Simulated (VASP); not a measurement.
The system is As.

```
As
1.0
     1.90555    1.10017    3.56030
    -1.90555    1.10017    3.56030
     0.00000   -2.20034    3.56030
As
2
Cartesian
  0.0000 0.0000 2.4139
  0.0000 0.0000 8.2670
```

Base run:

```yaml
Program: VASP 6.6.1
Functional: PBE
Potentials_or_basis: VASP PAW PBE potentials, release 64 (As_d)
Cutoff: 600 eV
k_mesh: 9 × 9 × 9
Occupations: fermi-dirac, width 0.05 eV
Spin: no spin polarisation
```

Its results: band gap on the k mesh zero (band 15 reaches 3.44 eV, above the bottom of band 16 at 3.34 eV); pressure 0.8 GPa; largest force 0.185 eV/Å.

Question: After a change of settings the same cell gave: band gap on the k mesh zero (band 15 reaches 3.27 eV, above the bottom of band 16 at 3.17 eV); pressure -2.5 GPa; largest force 0.124 eV/Å. Which change was it?
A. potentials or basis from VASP PAW PBE potentials, release 64 (As_d) to VASP PAW PBE potentials, release 64 (As); cutoff from 600 eV to 520 eV; further incar settings from ALGO = Normal; EDIFF = 1e-06; NBANDS = 22 to ALGO = Normal; EDIFF = 1e-06; NBANDS = 12; valence electrons from 30 to 10
B. functional from PBE to PBEsol
C. functional from PBE to LDA; potentials or basis from VASP PAW PBE potentials, release 64 (As_d) to VASP PAW LDA potentials, release 64 (As_d)
D. potentials or basis from VASP PAW PBE potentials, release 64 (As_d) to VASP PAW PBE potentials, release 64 (As); cutoff from 600 eV to 520 eV; further incar settings from ALGO = Normal; EDIFF = 1e-06; NBANDS = 22 to ALGO = Normal; EDIFF = 1e-07; NBANDS = 12; valence electrons from 30 to 10

Answer: B.

PBEsol binds more tightly than PBE, so the same cell stands under less pressure.

Caveats: the PAW data sets were made with another functional, which shifts forces and pressure a little (some runs).
